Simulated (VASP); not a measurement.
A run of VASP 6.6.1 is set up as follows.

INCAR

```
SYSTEM = TiTe2
PREC = Accurate ; ENCUT = 520
EDIFF = 1E-6 ; ISMEAR = -1
SIGMA = 0.05 ; LREAL = .FALSE.
LASPH = .TRUE. ; NELM = 60
ALGO = Normal ; ISIF = 2
LWAVE = .FALSE. ; LCHARG = .TRUE.
GGA = RP ; LELF = .TRUE.
LVHAR = .TRUE. ; NBANDS = 19
```

KPOINTS

```
regular mesh
0
G
  8 8 4
  0 0 0
```

Contents of POSCAR:

```
TiTe2
1.0
    3.8117339007      0.0000000000      0.0000000000
   -1.9058669503      3.3010583904      0.0000000000
    0.0000000000      0.0000000000      9.1000967508
Te Ti
2 1
Direct
    0.3333333333      0.6666666667      0.8087610334
    0.6666666667      0.3333333333      0.1912389666
    0.0000000000      0.0000000000      0.0000000000
```

Potentials or basis: VASP PAW PBE potentials, release 64 (Te, Ti_sv).

The run is started by

```sh
$ cat potpaw_PBE.64/Te/POTCAR potpaw_PBE.64/Ti_sv/POTCAR > POTCAR
$ mpirun -np 1 vasp_std > vasp.out
```

Q: Predict the pressure.

A: 0.0 GPa.

Q: Predict the band gap on the k mesh.

A: Zero (band 12 reaches 3.77 eV, above the bottom of band 13 at 3.29 eV).

Forces in eV/Å, atoms in the order of the input:
```
Te   0.000  0.000 -0.007
Te   0.000  0.000  0.007
Ti   0.000  0.000  0.000
```

Caveat: the PAW data sets were made with another functional, which shifts forces and pressure a little; spin-orbit coupling is left out, which moves the levels of the heavy elements.
